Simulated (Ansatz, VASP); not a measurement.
## MgO: VASP beside Ansatz

The input INCAR:

```
ALGO     = Normal         # electronic algorithm
EDIFF    = 1E-6           # SCF threshold, eV
ENCUT    = 520            # plane-wave cutoff, eV
GGA      = PS             # functional
ISIF     = 2              # what is computed and relaxed
ISMEAR   = 0              # smearing method
LASPH    = T              # aspherical terms in the spheres
LCHARG   = F              # write CHGCAR
LREAL    = F              # projectors in reciprocal space
LWAVE    = F              # write WAVECAR
NBANDS   = 16             # bands
NELM     = 60             # most SCF steps
PREC     = Accurate       # precision mode
SIGMA    = 0.05           # smearing width, eV
```

KPOINTS

```
k-points
0
Gamma
  9 9 6
```

POSCAR

```
MgO
1.0
    3.4191000000      0.0000000000      0.0000000000
   -1.7095500000      2.9610274581      0.0000000000
    0.0000000000      0.0000000000      4.7182000000
Mg O
2 2
Direct
    0.3333333333      0.6666666667      0.0036583380
    0.6666666667      0.3333333333      0.5036583380
    0.3333333333      0.6666666667      0.4009416620
    0.6666666667      0.3333333333      0.9009416620
```

Input for Ansatz:

```yaml
crystal:
  lattice:
    - [3.4191, 0.0, 0.0]
    - [-1.70955, 2.9610274581, 0.0]
    - [0.0, 0.0, 4.7182]
  atoms:
    - { symbol: Mg, position: [0.3333333333, 0.6666666667, 0.003658338] }
    - { symbol: Mg, position: [0.6666666667, 0.3333333333, 0.503658338] }
    - { symbol: O, position: [0.3333333333, 0.6666666667, 0.400941662] }
    - { symbol: O, position: [0.6666666667, 0.3333333333, 0.900941662] }
basis:
  ecutwfc: 520.0
kpoints:
  mp_grid: { grid: [9, 9, 6] }
hamiltonian:
  xc: pbesol
  pseudopotentials: { kind: paw, azcp: { folder: soft_1 } }
scf:
  occupations: { method: gaussian, width: 0.05 }
output:
  forces: true
  stress: true
  eigenvalues: true
```

Alike in both runs: task single point; functional PBEsol; k mesh 9 × 9 × 6; occupations gaussian, width 0.05 eV; no spin polarisation.

|  | VASP | Ansatz |
| --- | --- | --- |
| version | VASP 6.6.1 | Ansatz 0.2.0 |
| potentials or method | VASP PAW PBE potentials, release 64 (Mg, O), cutoff 520 eV | scalar-relativistic, plane waves, PAW |
| valence electrons in the cell | 16 | 32 |

Ansatz gave:

```
gap on the k mesh at the Fermi level (eV)                     : 3.19
least direct gap on the mesh (eV)                             : 3.19
pressure (GPa)                                                : -0.2
traceless stress, the component that is largest in VASP (GPa) : 13.06
rms of the force components (eV/Å)                            : 0.725
```

**Question.** Which values does VASP return?

**Answer.** gap on the k mesh at the Fermi level (eV): 3.19; least direct gap on the mesh (eV): 3.19; pressure (GPa): -0.5; traceless stress, the component that is largest in VASP (GPa): 13.32; rms of the force components (eV/Å): 0.738.

VASP's potentials were made for PBE, not for PBEsol, and Ansatz warns of the same on its side. Atom by atom the forces differ by 0.013 eV/Å (rms over components). With one functional, cell and mesh, what is left measures potentials, basis and numerics. VASP's potentials hold 16 valence electrons a cell and Ansatz's 32, so a difference there can come from the potentials and not from the codes.
